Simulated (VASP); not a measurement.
# GaN (F-43m) in VASP: a series of runs

The runs below take GaN through single point, with PBE.

All numbers are computed with VASP 6.6.1; they aren't measurements. Logs are shortened: lines on timing, memory, paths and dates and some standing lists are left out, and cuts for length are marked.

### Step 1. The cell of the first run

The structure is cubic, space group F-43m (No. 216). Conventional cell: a = 4.549 Å, b = 4.549 Å, c = 4.549 Å, α = 90.00°, β = 90.00°, γ = 90.00°. Ga (site symmetry -43m) has 4 N at 1.97 Å within 2.6 Å. N (site symmetry -43m) has 4 Ga at 1.97 Å within 2.6 Å.

### Step 2. Single point, PBE

INCAR reads:

```
PREC = Accurate ; ENCUT = 600
EDIFF = 1E-6 ; ISMEAR = 0
SIGMA = 0.02 ; LREAL = F
LASPH = T ; NELM = 120
ALGO = Normal ; ISIF = 2
LWAVE = F ; LCHARG = F
GGA = PE ; NBANDS = 16
GGA_COMPAT = F
```

KPOINTS reads:

```
regular mesh
0
Gamma
  10 10 10
```

POSCAR reads:

```
GaN
1.0
    0.0000000000      2.2744128111      2.2744128111
    2.2744128111      0.0000000000      2.2744128111
    2.2744128111      2.2744128111      0.0000000000
Ga N
1 1
Direct
    0.0000000000      0.0000000000      0.0000000000
    0.2500000000      0.2500000000      0.2500000000
```

Potentials or basis: VASP PAW PBE potentials, release 64 (Ga_d, N).

Started as:

```
$ cat potpaw_PBE.64/Ga_d/POTCAR potpaw_PBE.64/N/POTCAR > POTCAR
$ mpirun -np 1 vasp_std > vasp.out
```

OUTCAR:

```text
PREC = Accurate
   ENCUT = 600
   EDIFF = 1E-6
   ISMEAR = 0
   LREAL = F
   LASPH = T
   NELM = 120
   ISIF = 2
   GGA = PE

 ion  position               nearest neighbor table
   1  0.000  0.000  0.000-   2 1.97   2 1.97   2 1.97   2 1.97
   2  0.250  0.250  0.250-   1 1.97   1 1.97   1 1.97   1 1.97

  LATTYP: Found a face centered cubic cell.
 ALAT       =     4.5488256222

  Lattice vectors:

 A1 = (   0.0000000000,   2.2744128111,   2.2744128111)
 A2 = (   2.2744128111,   0.0000000000,   2.2744128111)
 A3 = (   2.2744128111,   2.2744128111,   0.0000000000)

Analysis of symmetry for initial positions (statically):
=====================================================================
 Subroutine PRICEL returns:
 Original cell was already a primitive cell.

 Routine SETGRP: Setting up the symmetry group for a
 face centered cubic supercell.

 Subroutine GETGRP returns: Found 24 space group operations
 (whereof 24 operations were pure point group operations)
 out of a pool of 48 trial point group operations.

The static configuration has the point symmetry T_d .

Analysis of symmetry for dynamics (positions and initial velocities):
=====================================================================
 Subroutine PRICEL returns:
 Original cell was already a primitive cell.

 Routine SETGRP: Setting up the symmetry group for a
 face centered cubic supercell.

 Subroutine GETGRP returns: Found 24 space group operations
 (whereof 24 operations were pure point group operations)
 out of a pool of 48 trial point group operations.

The dynamic configuration has the point symmetry T_d .

 Subroutine INISYM returns: Found 24 space group operations
 (whereof 24 operations are pure point group operations),
 and found     1 'primitive' translations

----------------------------------------------------------------------------------------

                                     Primitive cell

  volume of cell :      23.5309

  direct lattice vectors                    reciprocal lattice vectors
     0.000000000  2.274412811  2.274412811    -0.219836961  0.219836961  0.219836961
     2.274412811  0.000000000  2.274412811     0.219836961 -0.219836961  0.219836961
     2.274412811  2.274412811  0.000000000     0.219836961  0.219836961 -0.219836961

  length of vectors
     3.216505444  3.216505444  3.216505444     0.380768785  0.380768785  0.380768785

  position of ions in fractional coordinates (direct lattice)
     0.000000000  0.000000000  0.000000000
     0.250000000  0.250000000  0.250000000

[... 76 lines left out ...]
   EDIFF  = 0.1E-05   stopping-criterion for ELM
   LREAL  =      F    real-space projection
   EDIFFG = 0.1E-04   stopping-criterion for IOM
   NSW    =      0    number of steps for IOM
   IBRION =     -1    ionic relax: 0-MD 1-quasi-New 2-CG
   NFREE  =      0    steps in history (QN), initial steepest desc. (CG)
   ISIF   =      2    stress and relaxation
   ISYM   =      2    0-nonsym 1-usesym 2-fastsym
   POTIM  = 0.5000    time-step for ionic-motion
   TEBEG  =    0.0;   TEEND  =   0.0 temperature during run
   PSTRESS=    0.0 pullay stress
   NELECT =      18.0000    total number of electrons
   NUPDOWN=      -1.0000    fix difference up-down
   EMIN   =  10.00;   EMAX   =-10.00  energy-range for DOS
   EFERMI =   0.00;   METHOD = LEGACY
   ISMEAR =     0;   SIGMA  =   0.02  broadening in eV -4-tet -1-fermi 0-gaus
   EFERMI_NEDOS =   21; number of points for ismear=-14 and -15
   IALGO  =     38    algorithm
   IMIX   =      4    mixing-type and parameters
     AMIX     =   0.40;   BMIX     =  1.00
     AMIX_MAG =   1.60;   BMIX_MAG =  1.00
  volume/ion in A,a.u.               =      11.77        79.40
  Fermi-wavevector in a.u.,A,eV,Ry     =   1.497223  2.829340 30.499847  2.241676
  Thomas-Fermi vector in A             =   2.609138
   LORBIT       =      0    0 simple, 1 ext, 2 COOP (PROOUT), +10 PAW based schemes
   GGA     = PE    functional components
   LHFCALC =     F    Hartree Fock is set to
   AEXX    =    0.0000 exact exchange contribution
   IVDW    =     0    specifies the selected vdW correction
   LEPSILON=     F    determine dielectric tensor
   LRPA    =     F    only Hartree local field effects (RPA)
 non-spin polarized calculation
 Gauss-broadening in eV      SIGMA  =   0.02
  energy-cutoff  :      600.00
  volume of cell :       23.53
 maximum number of plane-waves:       801
 NGX is ok and might be reduce to    28
   NGX = 13   NGY = 13   NGZ = 13

 number of electron      18.0000002 magnetization

 Free energy of the ion-electron system (eV)
  ---------------------------------------------------
  ext. energy  EPLUGINS =         0.00000000
  ---------------------------------------------------
  free energy    TOTEN  =       -12.15503903 eV

  energy without entropy =      -12.15503903  energy(sigma->0) =      -12.15503903

 E-fermi :   5.0744     XC(G=0): -11.5196

 val. band max:        4.9844564439   @ k =   0.0000   0.0000   0.0000
 cond. band min:       6.5300281861   @ k =   0.0000   0.0000   0.0000
 fundamental gap:      1.5455717422
 Fermi energy:         5.0744246471

 k-point     1 :       0.0000    0.0000    0.0000
  band No.  band energies     occupation
      1     -10.7171      2.00000
      2      -8.4384      2.00000
      3      -8.4384      2.00000
      4      -8.4384      2.00000
      5      -8.1458      2.00000
      6      -8.1458      2.00000
[... 433 lines left out ...]
      3      -8.2321      2.00000
      4      -8.2320      2.00000
      5      -8.0899      2.00000
      6      -7.1885      2.00000
[... 8 lines left out ...]
     15      26.8408      0.00000
     16      27.1113      0.00000

 [... further k-points ...]

------------------------ aborting loop because EDIFF is reached ----------------------------------------

  FORCE on cell =-STRESS in cart. coord.  units (eV):
  Direction    XX          YY          ZZ          XY          YZ          ZX
  --------------------------------------------------------------------------------------
  -------------------------------------------------------------------------------------
  Total       -0.0119076     -0.0119076     -0.0119076      0.0000000      0.0000000      0.0000000
  in kB       -0.8107654     -0.8107654     -0.8107654      0.0000000      0.0000000      0.0000000
  external PRESSURE =      -0.8107654 kB  Pullay stress =       0.0000000 kB

 VOLUME and BASIS-vectors are now :
 -----------------------------------------------------------------------------
  energy-cutoff  :      600.00
  volume of cell :       23.53
      direct lattice vectors                 reciprocal lattice vectors
     0.000000000  2.274412811  2.274412811    -0.219836961  0.219836961  0.219836961
     2.274412811  0.000000000  2.274412811     0.219836961 -0.219836961  0.219836961
     2.274412811  2.274412811  0.000000000     0.219836961  0.219836961 -0.219836961

 POSITION                                       TOTAL-FORCE (eV/Angst)
 -----------------------------------------------------------------------------------
      0.00000      0.00000      0.00000         0.000000      0.000000      0.000000
      1.13721      1.13721      1.13721        -0.000000     -0.000000     -0.000000
 -----------------------------------------------------------------------------------
    total drift:                                0.000000      0.000000      0.000000

  FREE ENERGIE OF THE ION-ELECTRON SYSTEM (eV)
  ---------------------------------------------------
  free  energy   TOTEN  =       -12.1550390324 eV

  energy  without entropy=      -12.1550390324  energy(sigma->0) =      -12.15503903
```

It took 12 s on 1 thread of Intel Xeon 6975P-C (Granite Rapids), shared host; peak memory 0.16 GiB.

Results:

```yaml
Free_energy: -12.1550 eV
Pressure: -0.1 GPa
Band_gap_on_the_k_mesh: 1.55 eV
```

### Step 3. Single point, PBE

INCAR reads:

```
SYSTEM = GaN
PREC = Accurate ; ENCUT = 600
EDIFF = 1E-6 ; ISMEAR = 0
SIGMA = 0.02 ; LREAL = .False.
LASPH = .True. ; NELM = 120
ALGO = Normal ; ISIF = 2
LWAVE = .False. ; LCHARG = .False.
GGA = PE ; NBANDS = 16
GGA_COMPAT = .False.
```

KPOINTS reads:

```
regular mesh
0
Gamma
  10 10 10
  0 0 0
```

POSCAR is that of step 2.

Potentials or basis: VASP PAW PBE potentials, release 64 (Ga_d, N).

Started as:

```
$ cat potpaw_PBE.64/Ga_d/POTCAR potpaw_PBE.64/N/POTCAR > POTCAR
$ mpirun -np 1 vasp_std > vasp.out
```

It took 12 s on 1 thread of Intel Xeon 6975P-C (Granite Rapids), shared host; peak memory 0.16 GiB.

Results (log left out):

* Free energy: -12.1550 eV
* Pressure: -0.1 GPa
* Band gap on the k mesh: 1.55 eV

Levels at points of the mesh, in eV from the valence-band top:
| k point | band 6 | band 7 | band 8 | band 9 | band 10 | band 11 | band 12 | band 13 |
| --- | --- | --- | --- | --- | --- | --- | --- | --- |
| (0.00, 0.00, 0.00) | -13.13 | 0.00 | 0.00 | 0.00 | 1.55 | 10.13 | 10.13 | 10.13 |
| (0.50, 0.00, 0.00) | -11.88 | -6.86 | -0.93 | -0.93 | 4.45 | 8.59 | 10.22 | 10.22 |
| (0.50, 0.50, 0.00) | -11.45 | -6.01 | -2.61 | -2.61 | 3.34 | 6.50 | 11.52 | 13.67 |
